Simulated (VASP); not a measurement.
# HfS4 (P6/mmm) in VASP: density of states with PBE

Aim: the density of states of HfS4 with PBE.

All numbers are computed with VASP 6.6.1; they aren't measurements. Logs are shortened: lines on timing, memory, paths and dates and some standing lists are left out, and cuts for length are marked.

## 1. The cell of the first run

It takes space group P6/mmm (No. 191, hexagonal). Conventional cell: a = 4.622 Å, b = 4.622 Å, c = 6.901 Å, α = 90.00°, β = 90.00°, γ = 120.00°. Within 3.3 Å of Hf (site symmetry 6/mmm) lie 8 S at 2.48 to 2.67 Å. S (site symmetry 6mm) has 1 S at 1.94 Å and 1 Hf at 2.48 Å within 2.6 Å. S (site symmetry -6m2) has 3 S at 2.67 Å and 3 Hf at 2.67 Å within 3.5 Å.

## 2. Density of states, PBE

POSCAR reads:

```
HfS4
1.0
    4.6218376329      0.0000000000      0.0000000000
   -2.3109188164      4.0026288022      0.0000000000
    0.0000000000      0.0000000000      6.9005718936
Hf S
1 4
Direct
    0.0000000000      0.0000000000      0.5000000000
    0.0000000000      0.0000000000      0.8596049242
    0.0000000000      0.0000000000      0.1403950758
    0.3333333333      0.6666666667      0.5000000000
    0.6666666667      0.3333333333      0.5000000000
```

INCAR.step1 reads:

```
ALGO = Normal ; EDIFF = 1E-6
ENCUT = 520 ; GGA = PE
ISIF = 2 ; ISMEAR = 0
LASPH = T ; LCHARG = T
LMAXMIX = 4 ; LREAL = F
LWAVE = F ; NBANDS = 25
NELM = 100 ; PREC = Accurate
SIGMA = 0.1
```

KPOINTS.step1 reads:

```
k-points
0
Gamma
  12 12 6
```

INCAR.step2 reads:

```
ALGO = Normal ; EDIFF = 1E-6
ENCUT = 520 ; GGA = PE
ICHARG = 11 ; ISIF = 2
ISMEAR = -5 ; LASPH = T
LCHARG = F ; LMAXMIX = 4
LORBIT = 11 ; LREAL = F
LWAVE = F ; NEDOS = 2001
NELM = 100 ; PREC = Accurate
SIGMA = 0.1
```

KPOINTS.step2 reads:

```
k-points
0
Gamma
  18 18 9
```

Potentials or basis: VASP PAW PBE potentials, release 64 (Hf_pv, S).

Run with:

```sh
cat potpaw_PBE.64/Hf_pv/POTCAR potpaw_PBE.64/S/POTCAR > POTCAR
cp INCAR.step1 INCAR
cp KPOINTS.step1 KPOINTS
mpirun -np 1 vasp_std > vasp.out
cp INCAR.step2 INCAR
cp KPOINTS.step2 KPOINTS
mpirun -np 1 vasp_std > vasp.out
```

OUTCAR:

```text
EDIFF = 1E-6
   ENCUT = 520
   GGA = PE
   ICHARG = 11
   ISIF = 2
   ISMEAR = -5
   LASPH = T
   LORBIT = 11
   LREAL = F
   NELM = 100
   PREC = Accurate

 ion  position               nearest neighbor table
   1  0.000  0.000  0.500-   2 2.48   3 2.48   4 2.67   5 2.67   4 2.67   5 2.67   5 2.67   4 2.67

   2  0.000  0.000  0.860-   3 1.94   1 2.48
   3  0.000  0.000  0.140-   2 1.94   1 2.48
   4  0.333  0.667  0.500-   5 2.67   1 2.67   5 2.67   1 2.67   1 2.67   5 2.67
   5  0.667  0.333  0.500-   4 2.67   1 2.67   4 2.67   1 2.67   1 2.67   4 2.67

  LATTYP: Found a hexagonal cell.
 ALAT       =     4.6218376329
 C/A-ratio  =     1.4930364157

  Lattice vectors:

 A1 = (   4.6218376329,   0.0000000000,   0.0000000000)
 A2 = (  -2.3109188164,   4.0026288022,   0.0000000000)
 A3 = (   0.0000000000,   0.0000000000,   6.9005718936)

Analysis of symmetry for initial positions (statically):
=====================================================================
 Subroutine PRICEL returns:
 Original cell was already a primitive cell.

 Routine SETGRP: Setting up the symmetry group for a
 hexagonal supercell.

 Subroutine GETGRP returns: Found 24 space group operations
 (whereof 24 operations were pure point group operations)
 out of a pool of 24 trial point group operations.

The static configuration has the point symmetry D_6h.

Analysis of symmetry for dynamics (positions and initial velocities):
=====================================================================
 Subroutine PRICEL returns:
 Original cell was already a primitive cell.

 Routine SETGRP: Setting up the symmetry group for a
 hexagonal supercell.

 Subroutine GETGRP returns: Found 24 space group operations
 (whereof 24 operations were pure point group operations)
 out of a pool of 24 trial point group operations.

The dynamic configuration has the point symmetry D_6h.

 Subroutine INISYM returns: Found 24 space group operations
 (whereof 24 operations are pure point group operations),
 and found     1 'primitive' translations

----------------------------------------------------------------------------------------

                                     Primitive cell

  volume of cell :     127.6571

  direct lattice vectors                    reciprocal lattice vectors
     4.621837633  0.000000000  0.000000000     0.216364156  0.124917904  0.000000000
    -2.310918816  4.002628802  0.000000000     0.000000000  0.249835808  0.000000000
     0.000000000  0.000000000  6.900571894     0.000000000  0.000000000  0.144915525

  length of vectors
     4.621837633  4.621837633  6.900571894     0.249835808  0.249835808  0.144915525

  position of ions in fractional coordinates (direct lattice)
     0.000000000  0.000000000  0.500000000
     0.000000000  0.000000000  0.859604924
     0.000000000  0.000000000  0.140395076
     0.333333333  0.666666667  0.500000000
     0.666666667  0.333333333  0.500000000

  ion indices of the primitive-cell ions
   primitive index   ion index
                 1           1
                 2           2
                 3           3
                 4           4
                 5           5

----------------------------------------------------------------------------------------

 KPOINTS: k-points

Automatic generation of k-mesh.
 Grid dimensions read from file:
 generate k-points for:   18   18    9

 Generating k-lattice:

  Cartesian coordinates                     Fractional coordinates (reciprocal lattice)
     0.012020231  0.006939884  0.000000000     0.055555556  0.000000000  0.000000000
     0.000000000  0.013879767  0.000000000     0.000000000  0.055555556  0.000000000
     0.000000000  0.000000000  0.016101725     0.000000000  0.000000000  0.111111111

  Length of vectors
     0.013879767  0.013879767  0.016101725

  Shift w.r.t. Gamma in fractional coordinates (k-lattice)
     0.000000000  0.000000000  0.000000000

 TETIRR: Found   2805 inequivalent tetrahedra from    17496

 Subroutine IBZKPT returns following result:
 ===========================================

 Found    185 irreducible k-points:

 Following reciprocal coordinates:
            Coordinates               Weight
  0.000000  0.000000  0.000000      1.000000
  0.055556  0.000000  0.000000      6.000000
  0.111111  0.000000  0.000000      6.000000
  0.166667  0.000000  0.000000      6.000000
  0.222222  0.000000  0.000000      6.000000
  0.277778  0.000000  0.000000      6.000000
[... 16 lines left out ...]
  0.333333  0.111111  0.000000     12.000000
  0.388889  0.111111  0.000000     12.000000
 [... further k-points ...]
   k-points           NKPTS =    185   k-points in BZ     NKDIM =    185   number of bands    NBANDS=     21
   number of dos      NEDOS =   2001   number of ions     NIONS =      5
   total plane-waves  NPLWV =  69984
   dimension x,y,z NGX =    36 NGY =   36 NGZ =   54
   dimension x,y,z NGXF=    72 NGYF=   72 NGZF=  108
   ions per type =               1   4
   NGX,Y,Z   is equivalent  to a cutoff of  12.95, 12.95, 13.01 a.u.
   NGXF,Y,Z  is equivalent  to a cutoff of  25.90, 25.90, 26.02 a.u.
 SYSTEM =  unknown system
   PREC   = accura    normal or accurate (medium, high low for compatibility)
   ISTART =      0    job   : 0-new  1-cont  2-samecut
   ICHARG =     11    charge: 1-file 2-atom 10-const
   ISPIN  =      1    spin polarized calculation?
   LNONCOLLINEAR =      F non collinear calculations
   LSORBIT =      F    spin-orbit coupling
   LASPH  =      T    aspherical Exc in radial PAW
   ENCUT  =  520.0 eV  38.22 Ry    6.18 a.u.   8.59  8.59 12.83*2*pi/ulx,y,z
   NELM   =    100;   NELMIN=  2; NELMDL=  0     # of ELM steps
   EDIFF  = 0.1E-05   stopping-criterion for ELM
   LREAL  =      F    real-space projection
   EDIFFG = 0.1E-04   stopping-criterion for IOM
   NSW    =      0    number of steps for IOM
   IBRION =     -1    ionic relax: 0-MD 1-quasi-New 2-CG
   NFREE  =      0    steps in history (QN), initial steepest desc. (CG)
   ISIF   =      2    stress and relaxation
   ISYM   =      2    0-nonsym 1-usesym 2-fastsym
   POTIM  = 0.5000    time-step for ionic-motion
   TEBEG  =    0.0;   TEEND  =   0.0 temperature during run
   PSTRESS=    0.0 pullay stress
   NELECT =      34.0000    total number of electrons
   NUPDOWN=      -1.0000    fix difference up-down
   EMIN   =  10.00;   EMAX   =-10.00  energy-range for DOS
   EFERMI =   0.00;   METHOD = LEGACY
   ISMEAR =    -5;   SIGMA  =   0.10  broadening in eV -4-tet -1-fermi 0-gaus
   EFERMI_NEDOS =   21; number of points for ismear=-14 and -15
   IALGO  =     38    algorithm
   IMIX   =      4    mixing-type and parameters
     AMIX     =   0.40;   BMIX     =  1.00
     AMIX_MAG =   1.60;   BMIX_MAG =  1.00
  volume/ion in A,a.u.               =      25.53       172.29
  Fermi-wavevector in a.u.,A,eV,Ry     =   1.053302  1.990452 15.094908  1.109444
  Thomas-Fermi vector in A             =   2.188418
   LORBIT       =     11    0 simple, 1 ext, 2 COOP (PROOUT), +10 PAW based schemes
   GGA     = PE    functional components
   LHFCALC =     F    Hartree Fock is set to
   AEXX    =    0.0000 exact exchange contribution
   IVDW    =     0    specifies the selected vdW correction
   LEPSILON=     F    determine dielectric tensor
   LRPA    =     F    only Hartree local field effects (RPA)
 non-spin polarized calculation
 Fermi weights with tetrahedron method with Bloechl corrections
  energy-cutoff  :      520.00
  volume of cell :      127.66
 maximum number of plane-waves:      3475
 NGX is ok and might be reduce to    36

 number of electron      33.9999995 magnetization

 Free energy of the ion-electron system (eV)
  ---------------------------------------------------
  ext. energy  EPLUGINS =         0.00000000
  ---------------------------------------------------
  free energy    TOTEN  =       -27.50650194 eV

  energy without entropy =      -27.50650194  energy(sigma->0) =      -27.50650194

 E-fermi :   2.2963     XC(G=0):  -8.5590

 val. band max:        2.3198296238   @ k =   0.3889   0.1111   0.2222
 cond. band min:       2.2881349077   @ k =   0.2222   0.1667   0.2222
 fundamental gap:     -0.0316947162
 Fermi energy:         2.2963125115

 k-point     1 :       0.0000    0.0000    0.0000
  band No.  band energies     occupation
      1     -28.9905      2.00000
      2     -28.5397      2.00000
      3     -28.5397      2.00000
      4     -13.2481      2.00000
      5     -11.7713      2.00000
      6      -8.2466      2.00000
[... 13 lines left out ...]
     20       5.6556      0.00000
     21       6.0378      0.00000

 k-point     2 :       0.0556    0.0000    0.0000
  band No.  band energies     occupation
      1     -28.9904      2.00000
      2     -28.5404      2.00000
      3     -28.5398      2.00000
      4     -13.2456      2.00000
      5     -11.7471      2.00000
      6      -8.2438      2.00000
[... 13 lines left out ...]
     20       5.6419      0.00000
     21       6.0700      0.00000

 k-point     3 :       0.1111    0.0000    0.0000
  band No.  band energies     occupation
      1     -28.9903      2.00000
      2     -28.5424      2.00000
      3     -28.5402      2.00000
      4     -13.2386      2.00000
      5     -11.6750      2.00000
      6      -8.2358      2.00000
[... 13 lines left out ...]
     20       5.6193      0.00000
     21       6.0871      0.00000
[... 457 lines left out ...]
 k-point    23 :       0.3333    0.1111    0.0000
  band No.  band energies     occupation
      1     -28.9894      2.00000
      2     -28.5597      2.00000
      3     -28.5454      2.00000
      4     -13.1815      2.00000
      5     -10.6913      2.00000
      6      -9.3971      2.00000
[... 13 lines left out ...]
     20       5.7157      0.00000
     21       6.2787      0.00000

 k-point    24 :       0.3889    0.1111    0.0000
  band No.  band energies     occupation
      1     -28.9893      2.00000
      2     -28.5615      2.00000
      3     -28.5460      2.00000
      4     -13.1763      2.00000
      5     -10.4782      2.00000
      6      -9.6305      2.00000
[... 13 lines left out ...]
     20       5.6133      0.00000
     21       5.7483      0.00000

 [... further k-points ...]

------------------------ aborting loop because EDIFF is reached ----------------------------------------

  FORCE on cell =-STRESS in cart. coord.  units (eV):
  Direction    XX          YY          ZZ          XY          YZ          ZX
  --------------------------------------------------------------------------------------
  -------------------------------------------------------------------------------------
  Total       -0.2740539     -0.2740539     -0.5170763     -0.0000000     -0.0000000      0.0000000
  in kB       -3.4395493     -3.4395493     -6.4896335     -0.0000000     -0.0000000      0.0000000
  external PRESSURE =      -4.4562440 kB  Pullay stress =       0.0000000 kB

 VOLUME and BASIS-vectors are now :
 -----------------------------------------------------------------------------
  energy-cutoff  :      520.00
  volume of cell :      127.66
      direct lattice vectors                 reciprocal lattice vectors
     4.621837633  0.000000000  0.000000000     0.216364156  0.124917904  0.000000000
    -2.310918816  4.002628802  0.000000000     0.000000000  0.249835808  0.000000000
     0.000000000  0.000000000  6.900571894     0.000000000  0.000000000  0.144915525

 POSITION                                       TOTAL-FORCE (eV/Angst)
 -----------------------------------------------------------------------------------
      0.00000      0.00000      3.45029        -0.000000     -0.000000      0.000000
      0.00000      0.00000      5.93177        -0.000000     -0.000000      0.167439
      0.00000      0.00000      0.96881        -0.000000     -0.000000     -0.167439
     -0.00000      2.66842      3.45029         0.000000      0.000000      0.000000
      2.31092      1.33421      3.45029        -0.000000     -0.000000      0.000000
 -----------------------------------------------------------------------------------
    total drift:                                0.000000     -0.000000      0.000000

  FREE ENERGIE OF THE ION-ELECTRON SYSTEM (eV)
  ---------------------------------------------------
  free  energy   TOTEN  =       -27.5065019395 eV

  energy  without entropy=      -27.5065019395  energy(sigma->0) =      -27.50650194

 total charge

# of ion       s       p       d       tot
------------------------------------------
    1        0.274   6.424   1.524   8.222
    2        1.329   2.358   0.000   3.687
    3        1.329   2.358   0.000   3.687
    4        1.370   2.282   0.000   3.652
    5        1.370   2.282   0.000   3.652
--------------------------------------------------
tot          5.673  15.704   1.524  22.901
```

Run time: 5.6 min. Hardware: 1 thread of AMD EPYC 9R45 (Zen 5), shared host; peak memory 0.54 GiB.

What came out:

```
Valence electrons inside the program's atomic spheres : Hf 8.22; S 3.69, 3.65
```

Caveat: spin-orbit coupling is left out, which moves the levels of the heavy elements; tetrahedron occupations give inexact forces and stress in metals.
